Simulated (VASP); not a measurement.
# YHSe (P-6m2) in VASP: single point with LDA

Aim: the single point of YHSe with LDA.

Everything below comes from runs of VASP 6.6.1. Logs are shortened: lines on timing, memory, paths and dates and some standing lists are left out, and cuts for length are marked.

### Step 1. The cell of the first run

It takes space group P-6m2 (No. 187, hexagonal). Conventional cell: a = 4.148 Å, b = 4.148 Å, c = 4.229 Å, α = 90.00°, β = 90.00°, γ = 120.00°. Y (site symmetry -6m2) has 3 H at 2.39 Å and 6 Se at 3.19 Å within 3.2 Å. Within 3.2 Å of H (site symmetry -6m2) lie 3 Y at 2.39 Å and 6 Se at 3.19 Å. Se (site symmetry -6m2) has 6 Y at 3.19 Å and 6 H at 3.19 Å and 6 Se at 4.15 Å within 4.2 Å.

### Step 2. Single point, LDA (strain +0.080 along x and y, +0.080 along z)

The input, INCAR:

```
SYSTEM = YHSe
PREC = Accurate
ENCUT = 520
EDIFF = 1E-7
ISMEAR = 0
SIGMA = 0.05
LREAL = .False.
LASPH = .True.
NELM = 60
ALGO = Normal
ISIF = 2
LWAVE = .False.
LCHARG = .False.
GGA = CA
NBANDS = 16
```

The input, KPOINTS:

```
Automatic mesh
0
Gamma
  9 9 8
  0 0 0
```

The input, POSCAR:

```
YHSe
1.0
    4.1482058427      0.0000000000      0.0000000000
   -2.0741029213      3.5924516399      0.0000000000
    0.0000000000      0.0000000000      4.2287935248
Y H Se
1 1 1
Direct
    0.0000000000      0.0000000000      0.0000000000
    0.3333333333      0.6666666667      0.0000000000
    0.6666666667      0.3333333333      0.5000000000
```

Potentials or basis: VASP PAW LDA potentials, release 64 (Y_sv, H, Se).

The run is started by

```console
$ cat potpaw_LDA.64/Y_sv/POTCAR potpaw_LDA.64/H/POTCAR potpaw_LDA.64/Se/POTCAR > POTCAR
$ mpirun -np 1 vasp_std > vasp.out
```

OUTCAR:

```text
SYSTEM = YHSe
   PREC = Accurate
   ENCUT = 520
   EDIFF = 1E-7
   ISMEAR = 0
   LREAL = .False.
   LASPH = .True.
   NELM = 60
   ISIF = 2
   GGA = CA

 ion  position               nearest neighbor table
   1  0.000  0.000  0.000-   2 2.39   2 2.39   2 2.39   3 3.19   3 3.19   3 3.19   3 3.19   3 3.19
                             3 3.19
   2  0.333  0.667  0.000-   1 2.39   1 2.39   1 2.39
   3  0.667  0.333  0.500-   1 3.19   1 3.19   1 3.19   1 3.19   1 3.19   1 3.19

  LATTYP: Found a hexagonal cell.
 ALAT       =     4.1482058427
 C/A-ratio  =     1.0194271174

  Lattice vectors:

 A1 = (   4.1482058427,   0.0000000000,   0.0000000000)
 A2 = (  -2.0741029213,   3.5924516399,   0.0000000000)
 A3 = (   0.0000000000,   0.0000000000,   4.2287935248)

Analysis of symmetry for initial positions (statically):
=====================================================================
 Subroutine PRICEL returns:
 Original cell was already a primitive cell.

 Routine SETGRP: Setting up the symmetry group for a
 hexagonal supercell.

 Subroutine GETGRP returns: Found 12 space group operations
 (whereof 12 operations were pure point group operations)
 out of a pool of 24 trial point group operations.

The static configuration has the point symmetry D_3h.

Analysis of symmetry for dynamics (positions and initial velocities):
=====================================================================
 Subroutine PRICEL returns:
 Original cell was already a primitive cell.

 Routine SETGRP: Setting up the symmetry group for a
 hexagonal supercell.

 Subroutine GETGRP returns: Found 12 space group operations
 (whereof 12 operations were pure point group operations)
 out of a pool of 24 trial point group operations.

The dynamic configuration has the point symmetry D_3h.

 Subroutine INISYM returns: Found 12 space group operations
 (whereof 12 operations are pure point group operations),
 and found     1 'primitive' translations

----------------------------------------------------------------------------------------

                                     Primitive cell

  volume of cell :      63.0184

  direct lattice vectors                    reciprocal lattice vectors
     4.148205843  0.000000000  0.000000000     0.241068076  0.139180718  0.000000000
    -2.074102921  3.592451640  0.000000000     0.000000000  0.278361437  0.000000000
     0.000000000  0.000000000  4.228793525     0.000000000  0.000000000  0.236474066

  length of vectors
     4.148205843  4.148205843  4.228793525     0.278361437  0.278361437  0.236474066

  position of ions in fractional coordinates (direct lattice)
     0.000000000  0.000000000  0.000000000
     0.333333333  0.666666667  0.000000000
     0.666666667  0.333333333  0.500000000

  ion indices of the primitive-cell ions
   primitive index   ion index
                 1           1
                 2           2
                 3           3

----------------------------------------------------------------------------------------

 KPOINTS: Automatic mesh

Automatic generation of k-mesh.
 Grid dimensions read from file:
 generate k-points for:    9    9    8

 Generating k-lattice:

  Cartesian coordinates                     Fractional coordinates (reciprocal lattice)
     0.026785342  0.015464524  0.000000000     0.111111111  0.000000000  0.000000000
     0.000000000  0.030929049  0.000000000     0.000000000  0.111111111  0.000000000
     0.000000000  0.000000000  0.029559258     0.000000000  0.000000000  0.125000000

  Length of vectors
     0.030929049  0.030929049  0.029559258

  Shift w.r.t. Gamma in fractional coordinates (k-lattice)
     0.000000000  0.000000000  0.000000000

 Subroutine IBZKPT returns following result:
 ===========================================

 Found     60 irreducible k-points:

 Following reciprocal coordinates:
            Coordinates               Weight
  0.000000  0.000000  0.000000      1.000000
  0.111111 -0.000000  0.000000      6.000000
  0.222222 -0.000000  0.000000      6.000000
  0.333333  0.000000  0.000000      6.000000
  0.444444 -0.000000  0.000000      6.000000
  0.111111  0.111111  0.000000      6.000000
[... 16 lines left out ...]
  0.333333  0.222222  0.125000     24.000000
  0.333333  0.333333  0.125000      4.000000
 [... further k-points ...]
   k-points           NKPTS =     60   k-points in BZ     NKDIM =     60   number of bands    NBANDS=     16
   number of dos      NEDOS =    301   number of ions     NIONS =      3
   total plane-waves  NPLWV =  32768
   dimension x,y,z NGX =    32 NGY =   32 NGZ =   32
   dimension x,y,z NGXF=    64 NGYF=   64 NGZF=   64
   ions per type =               1   1   1
   NGX,Y,Z   is equivalent  to a cutoff of  12.82, 12.82, 12.58 a.u.
   NGXF,Y,Z  is equivalent  to a cutoff of  25.65, 25.65, 25.16 a.u.
 SYSTEM =  YHSe
   PREC   = accura    normal or accurate (medium, high low for compatibility)
   ISTART =      0    job   : 0-new  1-cont  2-samecut
   ICHARG =      2    charge: 1-file 2-atom 10-const
   ISPIN  =      1    spin polarized calculation?
   LNONCOLLINEAR =      F non collinear calculations
   LSORBIT =      F    spin-orbit coupling
   LASPH  =      T    aspherical Exc in radial PAW
   ENCUT  =  520.0 eV  38.22 Ry    6.18 a.u.   7.71  7.71  7.86*2*pi/ulx,y,z
   NELM   =     60;   NELMIN=  2; NELMDL= -5     # of ELM steps
   EDIFF  = 0.1E-06   stopping-criterion for ELM
   LREAL  =      F    real-space projection
   EDIFFG = 0.1E-05   stopping-criterion for IOM
   NSW    =      0    number of steps for IOM
   IBRION =     -1    ionic relax: 0-MD 1-quasi-New 2-CG
   NFREE  =      0    steps in history (QN), initial steepest desc. (CG)
   ISIF   =      2    stress and relaxation
   ISYM   =      2    0-nonsym 1-usesym 2-fastsym
   POTIM  = 0.5000    time-step for ionic-motion
   TEBEG  =    0.0;   TEEND  =   0.0 temperature during run
   PSTRESS=    0.0 pullay stress
   NELECT =      18.0000    total number of electrons
   NUPDOWN=      -1.0000    fix difference up-down
   EMIN   =  10.00;   EMAX   =-10.00  energy-range for DOS
   EFERMI =   0.00;   METHOD = LEGACY
   ISMEAR =     0;   SIGMA  =   0.05  broadening in eV -4-tet -1-fermi 0-gaus
   EFERMI_NEDOS =   21; number of points for ismear=-14 and -15
   IALGO  =     38    algorithm
   IMIX   =      4    mixing-type and parameters
     AMIX     =   0.40;   BMIX     =  1.00
     AMIX_MAG =   1.60;   BMIX_MAG =  1.00
  volume/ion in A,a.u.               =      21.01       141.76
  Fermi-wavevector in a.u.,A,eV,Ry     =   1.078143  2.037395 15.815312  1.162393
  Thomas-Fermi vector in A             =   2.214074
   LORBIT       =      0    0 simple, 1 ext, 2 COOP (PROOUT), +10 PAW based schemes
   GGA     = CA    functional components
   LHFCALC =     F    Hartree Fock is set to
   AEXX    =    0.0000 exact exchange contribution
   IVDW    =     0    specifies the selected vdW correction
   LEPSILON=     F    determine dielectric tensor
   LRPA    =     F    only Hartree local field effects (RPA)
 non-spin polarized calculation
 Gauss-broadening in eV      SIGMA  =   0.05
  energy-cutoff  :      520.00
  volume of cell :       63.02
 maximum number of plane-waves:      1716
 NGX is ok and might be reduce to    32
   NGX = 15   NGY = 15   NGZ = 15

 number of electron      17.9999998 magnetization

 Free energy of the ion-electron system (eV)
  ---------------------------------------------------
  ext. energy  EPLUGINS =         0.00000000
  ---------------------------------------------------
  free energy    TOTEN  =       -18.29448709 eV

  energy without entropy =      -18.29448709  energy(sigma->0) =      -18.29448709

 E-fermi :   2.5846     XC(G=0):  -9.5526

 val. band max:        2.2273899132   @ k =   0.0000   0.0000   0.5000
 cond. band min:       3.5133750628   @ k =   0.0000   0.0000   0.0000
 fundamental gap:      1.2859851496
 Fermi energy:         2.5846293990

 k-point     1 :       0.0000    0.0000    0.0000
  band No.  band energies     occupation
      1     -40.4841      2.00000
      2     -20.5193      2.00000
      3     -20.4544      2.00000
      4     -20.4544      2.00000
      5     -10.0392      2.00000
      6      -0.9729      2.00000
[... 8 lines left out ...]
     15       8.0231      0.00000
     16      10.4232      0.00000

 k-point     2 :       0.1111   -0.0000    0.0000
  band No.  band energies     occupation
      1     -40.4833      2.00000
      2     -20.5176      2.00000
      3     -20.4687      2.00000
      4     -20.4574      2.00000
      5      -9.9837      2.00000
      6      -1.0745      2.00000
[... 8 lines left out ...]
     15       8.5157      0.00000
     16      10.3385      0.00000

 k-point     3 :       0.2222   -0.0000    0.0000
  band No.  band energies     occupation
      1     -40.4813      2.00000
      2     -20.5132      2.00000
      3     -20.5048      2.00000
      4     -20.4651      2.00000
      5      -9.8396      2.00000
      6      -1.3993      2.00000
[... 8 lines left out ...]
     15       8.9142      0.00000
     16      10.5107      0.00000

 k-point     4 :       0.3333    0.0000    0.0000
  band No.  band energies     occupation
      1     -40.4791      2.00000
      2     -20.5453      2.00000
      3     -20.5082      2.00000
      4     -20.4738      2.00000
      5      -9.6690      2.00000
      6      -1.7948      2.00000
[... 8 lines left out ...]
     15       8.3299      0.00000
     16      10.7228      0.00000
[... 324 lines left out ...]
 k-point    22 :       0.2222    0.2222    0.1250
  band No.  band energies     occupation
      1     -40.4778      2.00000
      2     -20.5452      2.00000
      3     -20.5147      2.00000
      4     -20.4928      2.00000
      5      -9.5779      2.00000
      6      -1.6643      2.00000
[... 8 lines left out ...]
     15       8.5636      0.00000
     16       9.7682      0.00000

 k-point    23 :       0.3333    0.2222    0.1250
  band No.  band energies     occupation
      1     -40.4767      2.00000
      2     -20.5539      2.00000
      3     -20.5120      2.00000
      4     -20.5083      2.00000
      5      -9.4982      2.00000
      6      -1.6432      2.00000
[... 8 lines left out ...]
     15       8.2201      0.00000
     16       9.4820      0.00000

 k-point    24 :       0.3333    0.3333    0.1250
  band No.  band energies     occupation
      1     -40.4763      2.00000
      2     -20.5365      2.00000
      3     -20.5342      2.00000
      4     -20.5110      2.00000
      5      -9.4713      2.00000
      6      -1.4209      2.00000
[... 8 lines left out ...]
     15       8.1500      0.00000
     16       8.9051      0.00000

 [... further k-points ...]

------------------------ aborting loop because EDIFF is reached ----------------------------------------

  FORCE on cell =-STRESS in cart. coord.  units (eV):
  Direction    XX          YY          ZZ          XY          YZ          ZX
  --------------------------------------------------------------------------------------
  -------------------------------------------------------------------------------------
  Total       -6.1158972     -6.1158972     -6.0644525     -0.0000000     -0.0000000      0.0000000
  in kB     -155.4902103   -155.4902103   -154.1822823     -0.0000000     -0.0000000      0.0000000
  external PRESSURE =    -155.0542343 kB  Pullay stress =       0.0000000 kB

 VOLUME and BASIS-vectors are now :
 -----------------------------------------------------------------------------
  energy-cutoff  :      520.00
  volume of cell :       63.02
      direct lattice vectors                 reciprocal lattice vectors
     4.148205843  0.000000000  0.000000000     0.241068076  0.139180718  0.000000000
    -2.074102921  3.592451640  0.000000000     0.000000000  0.278361437  0.000000000
     0.000000000  0.000000000  4.228793525     0.000000000  0.000000000  0.236474066

 POSITION                                       TOTAL-FORCE (eV/Angst)
 -----------------------------------------------------------------------------------
      0.00000      0.00000      0.00000         0.000000      0.000000      0.000000
     -0.00000      2.39497      0.00000         0.000000      0.000000      0.000000
      2.07410      1.19748      2.11440        -0.000000      0.000000      0.000000
 -----------------------------------------------------------------------------------
    total drift:                               -0.000000      0.000000      0.000000

  FREE ENERGIE OF THE ION-ELECTRON SYSTEM (eV)
  ---------------------------------------------------
  free  energy   TOTEN  =       -18.2944870937 eV

  energy  without entropy=      -18.2944870937  energy(sigma->0) =      -18.29448709
```

It took 84 s on 1 thread of AMD EPYC 7R43 (Zen 3), shared host; peak memory 0.18 GiB.

Results:

* Free energy: -18.2945 eV
* Pressure: -15.5 GPa
* Band gap on the k mesh: 1.29 eV, indirect (least direct gap 1.72 eV)

Levels at points of the mesh, in eV from the valence-band top:
| k point | band 7 | band 8 | band 9 | band 10 | band 11 | band 12 |
| --- | --- | --- | --- | --- | --- | --- |
| (0.00, 0.00, 0.00) | -1.45 | -1.17 | -1.17 | 1.29 | 3.08 | 3.08 |
| (0.00, 0.00, 0.50) | -0.88 | -0.88 | 0.00 | 1.72 | 1.72 | 3.24 |

Caveat: the cell differs from its parent crystal (strain +0.080 along x and y, +0.080 along z).
